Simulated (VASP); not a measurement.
Crystal: Be2CdS3.

```xyz
6
Lattice="5.0287 0.0000 0.0000 -2.5144 4.3550 0.0000 0.0000 0.0000 5.0153" Properties=species:S:1:pos:R:3 pbc="T T T"
Be    2.5144    1.4517    0.0000
Be    2.5144    1.4517    2.5076
Cd    0.0000    0.0000    0.0000
S    -1.4010    3.7122    2.5076
S     0.0000    1.2856    2.5076
S     1.4010    3.7122    2.5076
```

| Item | Value |
| --- | --- |
| Program | VASP 6.6.1 |
| Task | relaxation of cell and atoms |
| Functional | PBE |
| Potentials or basis | VASP PAW PBE potentials, release 64 (Be, Cd, S) |
| Cutoff | 600 eV |
| k mesh | 6 × 6 × 4 |
| Occupations | gaussian, width 0.1 eV |
| Spin | no spin polarisation |

At the start: pressure 5.7 GPa; volume 18.31 Å³/atom.

Task: Where does the relaxation end?

Result: Over 14 steps the energy falls by 217.8 meV/atom and the volume is 18.77 Å³/atom (+2.5 %); space group P-6m2 (No. 187, to 0.05 Å).

The path:
| step | energy change (eV) | largest force (eV/Å) | pressure (GPa) | volume (Å³) |
| --- | --- | --- | --- | --- |
| 1 | 0.0000 | 1.9715 | 5.68 | 109.83 |
| 2 | -0.4926 | 0.8191 | -1.67 | 120.46 |
| 3 | -0.5151 | 0.6827 | -2.73 | 122.69 |
| 4 | -0.5180 | 0.6215 | -3.19 | 123.73 |
| 5 | -0.8110 | 0.3865 | -2.53 | 119.40 |
| 6 | -1.1182 | 0.7165 | 3.42 | 106.29 |
| 7 | -1.1398 | 0.2205 | 0.69 | 110.34 |
| 8 | -1.1498 | 0.3307 | 1.33 | 109.20 |
| 9 | -1.2791 | 0.2363 | 1.11 | 110.10 |
| 10 | -1.2882 | 0.2485 | 1.22 | 110.35 |
| 11 | -1.2890 | 0.2453 | 1.19 | 110.32 |
| 12 | -1.3026 | 0.0533 | -0.69 | 113.95 |
| 13 | -1.3043 | 0.0978 | -0.24 | 113.01 |
| 14 | -1.3067 | 0.0235 | -0.03 | 112.59 |

Final structure:
```
Be Cd S
1.0
     5.54541    0.00000    0.00000
    -2.77271    4.80247    0.00000
     0.00000    0.00000    4.22781
Be Cd S
2 1 3
Cartesian
  2.7727 1.6008 0.0000
  2.7727 1.6008 2.1139
  0.0000 0.0000 0.0000
  -1.2474 3.9218 2.1139
  0.0000 1.7613 2.1139
  1.2474 3.9218 2.1139
```
